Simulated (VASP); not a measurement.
# Zr (Im-3m) in VASP: notebook

Runs on Zr. Level: PBE. Tasks: single point.

All numbers are computed with VASP 6.6.1; they aren't measurements. Logs are shortened: lines on timing, memory, paths and dates and some standing lists are left out, and cuts for length are marked.

## (1) The cell of the first run

Symmetry: Im-3m, No. 229, cubic system. The conventional cell has a = 3.430 Å, b = 3.430 Å, c = 3.430 Å, α = 90.00°, β = 90.00°, γ = 90.00°. Within 3.9 Å of Zr (site symmetry m-3m) lie 14 Zr at 2.97 to 3.43 Å.

## (2) Single point, PBE (volume scaled by 0.88)

The input, INCAR:

```
  PREC = Accurate
  ENCUT = 520
  EDIFF = 1E-6
  ISMEAR = -1
  SIGMA = 0.1
  LREAL = F
  LASPH = T
  NELM = 100
  ALGO = Normal
  ISIF = 2
  LWAVE = F
  LCHARG = T
  GGA = PE
  LELF = T
  LVHAR = T
  NBANDS = 12
```

The input, KPOINTS:

```
Automatic mesh
0
Gamma
  14 14 14
```

The input, POSCAR:

```
Zr
1.0
   -1.7148853263      1.7148853263      1.7148853263
    1.7148853263     -1.7148853263      1.7148853263
    1.7148853263      1.7148853263     -1.7148853263
Zr
1
Direct
    0.0000000000      0.0000000000      0.0000000000
```

Potentials or basis: VASP PAW PBE potentials, release 64 (Zr_sv).

Run with:

```console
$ cat potpaw_PBE.64/Zr_sv/POTCAR > POTCAR
$ mpirun -np 1 vasp_std > vasp.out
```

OUTCAR:

```text
PREC = Accurate
   ENCUT = 520
   EDIFF = 1E-6
   ISMEAR = -1
   LREAL = F
   LASPH = T
   NELM = 100
   ISIF = 2
   GGA = PE

 ion  position               nearest neighbor table
   1  0.000  0.000  0.000-

  LATTYP: Found a body centered cubic cell.
 ALAT       =     3.4297706526

  Lattice vectors:

 A1 = (  -1.7148853263,   1.7148853263,   1.7148853263)
 A2 = (   1.7148853263,  -1.7148853263,   1.7148853263)
 A3 = (   1.7148853263,   1.7148853263,  -1.7148853263)

Analysis of symmetry for initial positions (statically):
=====================================================================
 Subroutine PRICEL returns:
 Original cell was already a primitive cell.

 Routine SETGRP: Setting up the symmetry group for a
 body centered cubic supercell.

 Subroutine GETGRP returns: Found 48 space group operations
 (whereof 48 operations were pure point group operations)
 out of a pool of 48 trial point group operations.

The static configuration has the point symmetry O_h .

Analysis of symmetry for dynamics (positions and initial velocities):
=====================================================================
 Subroutine PRICEL returns:
 Original cell was already a primitive cell.

 Routine SETGRP: Setting up the symmetry group for a
 body centered cubic supercell.

 Subroutine GETGRP returns: Found 48 space group operations
 (whereof 48 operations were pure point group operations)
 out of a pool of 48 trial point group operations.

The dynamic configuration has the point symmetry O_h .

 Subroutine INISYM returns: Found 48 space group operations
 (whereof 48 operations are pure point group operations),
 and found     1 'primitive' translations

----------------------------------------------------------------------------------------

                                     Primitive cell

  volume of cell :      20.1728

  direct lattice vectors                    reciprocal lattice vectors
    -1.714885326  1.714885326  1.714885326     0.000000000  0.291564685  0.291564685
     1.714885326 -1.714885326  1.714885326     0.291564685  0.000000000  0.291564685
     1.714885326  1.714885326 -1.714885326     0.291564685  0.291564685  0.000000000

  length of vectors
     2.970268514  2.970268514  2.970268514     0.412334732  0.412334732  0.412334732

  position of ions in fractional coordinates (direct lattice)
     0.000000000  0.000000000  0.000000000

  ion indices of the primitive-cell ions
   primitive index   ion index
                 1           1

----------------------------------------------------------------------------------------

 KPOINTS: Automatic mesh

Automatic generation of k-mesh.
 Grid dimensions read from file:
 generate k-points for:   14   14   14

 Generating k-lattice:

  Cartesian coordinates                     Fractional coordinates (reciprocal lattice)
     0.000000000  0.020826049  0.020826049     0.071428571  0.000000000  0.000000000
     0.020826049  0.000000000  0.020826049     0.000000000  0.071428571  0.000000000
     0.020826049  0.020826049  0.000000000     0.000000000  0.000000000  0.071428571

  Length of vectors
     0.029452481  0.029452481  0.029452481

  Shift w.r.t. Gamma in fractional coordinates (k-lattice)
     0.000000000  0.000000000  0.000000000

 Subroutine IBZKPT returns following result:
 ===========================================

 Found    104 irreducible k-points:

 Following reciprocal coordinates:
            Coordinates               Weight
  0.000000  0.000000  0.000000      1.000000
  0.071429  0.000000  0.000000     12.000000
  0.142857  0.000000  0.000000     12.000000
  0.214286  0.000000  0.000000     12.000000
  0.285714  0.000000  0.000000     12.000000
  0.357143  0.000000  0.000000     12.000000
[... 16 lines left out ...]
  0.285714  0.285714  0.000000     24.000000
  0.357143  0.285714  0.000000     24.000000
 [... further k-points ...]
   k-points           NKPTS =    104   k-points in BZ     NKDIM =    104   number of bands    NBANDS=     12
   number of dos      NEDOS =    301   number of ions     NIONS =      1
   total plane-waves  NPLWV =  13824
   dimension x,y,z NGX =    24 NGY =   24 NGZ =   24
   dimension x,y,z NGXF=    48 NGYF=   48 NGZF=   48
   ions per type =               1
   NGX,Y,Z   is equivalent  to a cutoff of  13.43, 13.43, 13.43 a.u.
   NGXF,Y,Z  is equivalent  to a cutoff of  26.87, 26.87, 26.87 a.u.
 SYSTEM =  unknown system
   PREC   = accura    normal or accurate (medium, high low for compatibility)
   ISTART =      0    job   : 0-new  1-cont  2-samecut
   ICHARG =      2    charge: 1-file 2-atom 10-const
   ISPIN  =      1    spin polarized calculation?
   LNONCOLLINEAR =      F non collinear calculations
   LSORBIT =      F    spin-orbit coupling
   LASPH  =      T    aspherical Exc in radial PAW
   ENCUT  =  520.0 eV  38.22 Ry    6.18 a.u.   5.52  5.52  5.52*2*pi/ulx,y,z
   NELM   =    100;   NELMIN=  2; NELMDL= -5     # of ELM steps
   EDIFF  = 0.1E-05   stopping-criterion for ELM
   LREAL  =      F    real-space projection
   EDIFFG = 0.1E-04   stopping-criterion for IOM
   NSW    =      0    number of steps for IOM
   IBRION =     -1    ionic relax: 0-MD 1-quasi-New 2-CG
   NFREE  =      0    steps in history (QN), initial steepest desc. (CG)
   ISIF   =      2    stress and relaxation
   ISYM   =      2    0-nonsym 1-usesym 2-fastsym
   POTIM  = 0.5000    time-step for ionic-motion
   TEBEG  =    0.0;   TEEND  =   0.0 temperature during run
   PSTRESS=    0.0 pullay stress
   NELECT =      12.0000    total number of electrons
   NUPDOWN=      -1.0000    fix difference up-down
   EMIN   =  10.00;   EMAX   =-10.00  energy-range for DOS
   EFERMI =   0.00;   METHOD = LEGACY
   ISMEAR =    -1;   SIGMA  =   0.10  broadening in eV -4-tet -1-fermi 0-gaus
   EFERMI_NEDOS =   21; number of points for ismear=-14 and -15
   IALGO  =     38    algorithm
   IMIX   =      4    mixing-type and parameters
     AMIX     =   0.40;   BMIX     =  1.00
     AMIX_MAG =   1.60;   BMIX_MAG =  1.00
  volume/ion in A,a.u.               =      20.17       136.13
  Fermi-wavevector in a.u.,A,eV,Ry     =   1.376830  2.601831 25.792013  1.895659
  Thomas-Fermi vector in A             =   2.502038
   LORBIT       =      0    0 simple, 1 ext, 2 COOP (PROOUT), +10 PAW based schemes
   GGA     = PE    functional components
   LHFCALC =     F    Hartree Fock is set to
   AEXX    =    0.0000 exact exchange contribution
   IVDW    =     0    specifies the selected vdW correction
   LEPSILON=     F    determine dielectric tensor
   LRPA    =     F    only Hartree local field effects (RPA)
 non-spin polarized calculation
  energy-cutoff  :      520.00
  volume of cell :       20.17
 maximum number of plane-waves:       559
 NGX is ok and might be reduce to    24
   NGX = 11   NGY = 11   NGZ = 11

 number of electron      12.0000000 magnetization

 Free energy of the ion-electron system (eV)
  ---------------------------------------------------
  ext. energy  EPLUGINS =         0.00000000
  ---------------------------------------------------
  free energy    TOTEN  =        -8.36025215 eV

  energy without entropy =       -8.31302275  energy(sigma->0) =       -8.33663745

 E-fermi :  10.3671     XC(G=0): -11.7441

 val. band max:       10.3527035106   @ k =   0.3571   0.2857   0.0000
 cond. band min:      10.3913221168   @ k =   0.1429   0.0714   0.0714
 fundamental gap:      0.0386186062
 Fermi energy:        10.3671185482

 k-point     1 :       0.0000    0.0000    0.0000
  band No.  band energies     occupation
      1     -37.8651      2.00000
      2     -15.1180      2.00000
      3     -15.1180      2.00000
      4     -15.1180      2.00000
      5       4.8355      2.00000
      6      11.5641      0.00001
      7      11.5641      0.00001
      8      11.5641      0.00001
      9      14.4389      0.00000
     10      14.4389      0.00000
     11      23.2367      0.00000
     12      23.2367      0.00000

 k-point     2 :       0.0714    0.0000    0.0000
  band No.  band energies     occupation
      1     -37.8521      2.00000
      2     -15.1997      2.00000
      3     -15.1420      2.00000
      4     -15.1188      2.00000
      5       5.0411      2.00000
      6      11.4216      0.00005
      7      11.5162      0.00002
      8      11.7653      0.00000
      9      14.2093      0.00000
     10      14.4334      0.00000
     11      23.4295      0.00000
     12      23.6045      0.00000

 k-point     3 :       0.1429    0.0000    0.0000
  band No.  band energies     occupation
      1     -37.8154      2.00000
      2     -15.4239      2.00000
      3     -15.2088      2.00000
      4     -15.1213      2.00000
      5       5.6101      2.00000
      6      11.0527      0.00210
      7      11.3033      0.00017
      8      12.3576      0.00000
      9      13.8606      0.00000
     10      14.4400      0.00000
     11      23.8563      0.00000
     12      24.6452      0.00000
[... 286 lines left out ...]
 k-point    23 :       0.2857    0.2857    0.0000
  band No.  band energies     occupation
      1     -37.5712      2.00000
      2     -16.3289      2.00000
      3     -15.9300      2.00000
      4     -15.2980      2.00000
      5       8.6624      2.00000
      6       9.6273      1.99878
      7      10.5020      0.41218
      8      14.4536      0.00000
      9      15.2785      0.00000
     10      19.8698      0.00000
     11      20.9271      0.00000
     12      23.2244      0.00000

 k-point    24 :       0.3571    0.2857    0.0000
  band No.  band energies     occupation
      1     -37.5626      2.00000
      2     -16.2728      2.00000
      3     -16.0419      2.00000
      4     -15.3056      2.00000
      5       8.7302      2.00000
      6       9.7810      1.99432
      7      10.3527      1.07195
      8      14.6954      0.00000
      9      15.2167      0.00000
     10      20.3680      0.00000
     11      20.8690      0.00000
     12      22.4136      0.00000

 [... further k-points ...]
[... 5 lines left out ...]
  --------------------------------------------------------------------------------------
  -------------------------------------------------------------------------------------
  Total        1.6949004      1.6949004      1.6949004      0.0000000      0.0000000      0.0000000
  in kB      134.6137781    134.6137781    134.6137781      0.0000000      0.0000000      0.0000000
  external PRESSURE =     134.6137781 kB  Pullay stress =       0.0000000 kB

 VOLUME and BASIS-vectors are now :
 -----------------------------------------------------------------------------
  energy-cutoff  :      520.00
  volume of cell :       20.17
      direct lattice vectors                 reciprocal lattice vectors
    -1.714885326  1.714885326  1.714885326     0.000000000  0.291564685  0.291564685
     1.714885326 -1.714885326  1.714885326     0.291564685  0.000000000  0.291564685
     1.714885326  1.714885326 -1.714885326     0.291564685  0.291564685  0.000000000

 POSITION                                       TOTAL-FORCE (eV/Angst)
 -----------------------------------------------------------------------------------
      0.00000      0.00000      0.00000        -0.000000      0.000000      0.000000
 -----------------------------------------------------------------------------------
    total drift:                               -0.000000     -0.000000      0.000000

  FREE ENERGIE OF THE ION-ELECTRON SYSTEM (eV)
  ---------------------------------------------------
  free  energy   TOTEN  =        -8.3602521503 eV

  energy  without entropy=       -8.3130227535  energy(sigma->0) =       -8.33663745
```

Wall time 19 s (1 thread of AMD EPYC 7R13 (Zen 3), shared host); peak memory 0.12 GiB.

Results:

```yaml
Free_energy: -8.3603 eV
Pressure: 13.5 GPa
Band_gap_on_the_k_mesh: zero (band 6 reaches 11.56 eV, above the bottom of band 7 at 9.68 eV)
```

## (3) Single point, PBE (volume scaled by 0.92)

The input, INCAR:

```
SYSTEM = Zr
PREC = Accurate ; ENCUT = 520
EDIFF = 1E-6 ; ISMEAR = -1
SIGMA = 0.1 ; LREAL = .False.
LASPH = .True. ; NELM = 60
ALGO = Normal ; ISIF = 2
LWAVE = .False. ; LCHARG = .False.
GGA = PE ; NBANDS = 12
```

The input, KPOINTS:

```
Automatic mesh
0
Gamma
  14 14 14
  0 0 0
```

The input, POSCAR:

```
Zr
1.0
   -1.7404844038      1.7404844038      1.7404844038
    1.7404844038     -1.7404844038      1.7404844038
    1.7404844038      1.7404844038     -1.7404844038
Zr
1
Direct
    0.0000000000      0.0000000000      0.0000000000
```

Potentials or basis: VASP PAW PBE potentials, release 64 (Zr_sv).

Run with:

```console
$ cat potpaw_PBE.64/Zr_sv/POTCAR > POTCAR
$ mpirun -np 1 vasp_std > vasp.out
```

OUTCAR:

```text
SYSTEM = Zr
   PREC = Accurate
   ENCUT = 520
   EDIFF = 1E-6
   ISMEAR = -1
   LREAL = .False.
   LASPH = .True.
   NELM = 60
   ISIF = 2
   GGA = PE

 ion  position               nearest neighbor table
   1  0.000  0.000  0.000-

  LATTYP: Found a body centered cubic cell.
 ALAT       =     3.4809688076

  Lattice vectors:

 A1 = (  -1.7404844038,   1.7404844038,   1.7404844038)
 A2 = (   1.7404844038,  -1.7404844038,   1.7404844038)
 A3 = (   1.7404844038,   1.7404844038,  -1.7404844038)

Analysis of symmetry for initial positions (statically):
=====================================================================
 Subroutine PRICEL returns:
 Original cell was already a primitive cell.

 Routine SETGRP: Setting up the symmetry group for a
 body centered cubic supercell.

 Subroutine GETGRP returns: Found 48 space group operations
 (whereof 48 operations were pure point group operations)
 out of a pool of 48 trial point group operations.

The static configuration has the point symmetry O_h .

Analysis of symmetry for dynamics (positions and initial velocities):
=====================================================================
 Subroutine PRICEL returns:
 Original cell was already a primitive cell.

 Routine SETGRP: Setting up the symmetry group for a
 body centered cubic supercell.

 Subroutine GETGRP returns: Found 48 space group operations
 (whereof 48 operations were pure point group operations)
 out of a pool of 48 trial point group operations.

The dynamic configuration has the point symmetry O_h .

 Subroutine INISYM returns: Found 48 space group operations
 (whereof 48 operations are pure point group operations),
 and found     1 'primitive' translations

----------------------------------------------------------------------------------------

                                     Primitive cell
[... 107 lines left out ...]
   IMIX   =      4    mixing-type and parameters
     AMIX     =   0.40;   BMIX     =  1.00
     AMIX_MAG =   1.60;   BMIX_MAG =  1.00
  volume/ion in A,a.u.               =      21.09       142.32
  Fermi-wavevector in a.u.,A,eV,Ry     =   1.356579  2.563563 25.038894  1.840307
  Thomas-Fermi vector in A             =   2.483570
   LORBIT       =      0    0 simple, 1 ext, 2 COOP (PROOUT), +10 PAW based schemes
   GGA     = PE    functional components
   LHFCALC =     F    Hartree Fock is set to
   AEXX    =    0.0000 exact exchange contribution
   IVDW    =     0    specifies the selected vdW correction
   LEPSILON=     F    determine dielectric tensor
   LRPA    =     F    only Hartree local field effects (RPA)
 non-spin polarized calculation
  energy-cutoff  :      520.00
  volume of cell :       21.09
 maximum number of plane-waves:       586
   NGX = 11   NGY = 11   NGZ = 11

 number of electron      12.0000000 magnetization

 Free energy of the ion-electron system (eV)
  ---------------------------------------------------
  ext. energy  EPLUGINS =         0.00000000
  ---------------------------------------------------
  free energy    TOTEN  =        -8.42202936 eV

  energy without entropy =       -8.36997956  energy(sigma->0) =       -8.39600446

 E-fermi :   9.8348     XC(G=0): -11.5329

 val. band max:        9.8333327707   @ k =  -0.2857   0.2857   0.0714
 cond. band min:       9.8374387212   @ k =  -0.2857   0.2857   0.1429
 fundamental gap:      0.0041059505
 Fermi energy:         9.8347988353

 k-point     1 :       0.0000    0.0000    0.0000
  band No.  band energies     occupation
      1     -38.4665      2.00000
      2     -15.8144      2.00000
      3     -15.8144      2.00000
      4     -15.8144      2.00000
      5       4.3387      2.00000
      6      11.0123      0.00002
      7      11.0123      0.00002
      8      11.0123      0.00002
      9      13.7573      0.00000
     10      13.7573      0.00000
     11      22.5560      0.00000
     12      22.5560      0.00000
[... 331 lines left out ...]
 k-point    24 :       0.3571    0.2857    0.0000
  band No.  band energies     occupation
      1     -38.2130      2.00000
      2     -16.8225      2.00000
      3     -16.6205      2.00000
      4     -15.9779      2.00000
      5       8.2824      2.00000
      6       9.2566      1.99385
      7       9.7679      1.32273
      8      13.9818      0.00000
      9      14.4654      0.00000
     10      19.3420      0.00000
     11      19.8271      0.00000
     12      21.3408      0.00000

 [... further k-points ...]
[... 5 lines left out ...]
  --------------------------------------------------------------------------------------
  -------------------------------------------------------------------------------------
  Total        1.0699787      1.0699787      1.0699787      0.0000000      0.0000000      0.0000000
  in kB       81.2859150     81.2859150     81.2859150      0.0000000      0.0000000      0.0000000
  external PRESSURE =      81.2859150 kB  Pullay stress =       0.0000000 kB

 VOLUME and BASIS-vectors are now :
 -----------------------------------------------------------------------------
  energy-cutoff  :      520.00
  volume of cell :       21.09
      direct lattice vectors                 reciprocal lattice vectors
    -1.740484404  1.740484404  1.740484404     0.000000000  0.287276346  0.287276346
     1.740484404 -1.740484404  1.740484404     0.287276346  0.000000000  0.287276346
     1.740484404  1.740484404 -1.740484404     0.287276346  0.287276346  0.000000000

 POSITION                                       TOTAL-FORCE (eV/Angst)
 -----------------------------------------------------------------------------------
      0.00000      0.00000      0.00000        -0.000000      0.000000      0.000000
 -----------------------------------------------------------------------------------
    total drift:                               -0.000000     -0.000000      0.000000

  FREE ENERGIE OF THE ION-ELECTRON SYSTEM (eV)
  ---------------------------------------------------
  free  energy   TOTEN  =        -8.4220293591 eV

  energy  without entropy=       -8.3699795592  energy(sigma->0) =       -8.39600446
```

Run time: 19 s. Hardware: 1 thread of AMD EPYC 7R13 (Zen 3), shared host; peak memory 0.12 GiB.

What came out:

| Property | Result |
| --- | --- |
| Free energy | -8.4220 eV |
| Pressure | 8.1 GPa |
| Band gap on the k mesh | zero (band 6 reaches 11.01 eV, above the bottom of band 7 at 9.16 eV) |

Levels at points of the mesh, in eV from the Fermi level:
| k point | band 4 | band 5 | band 6 | band 7 | band 8 | band 9 |
| --- | --- | --- | --- | --- | --- | --- |
| (0.00, 0.00, 0.00) | -25.65 | -5.50 | 1.18 | 1.18 | 1.18 | 3.92 |
| (0.50, 0.00, 0.00) | -25.66 | -3.06 | -0.84 | 2.06 | 3.97 | 4.72 |
| (0.50, 0.50, 0.50) | -26.54 | -2.96 | -2.96 | 6.30 | 6.30 | 6.30 |
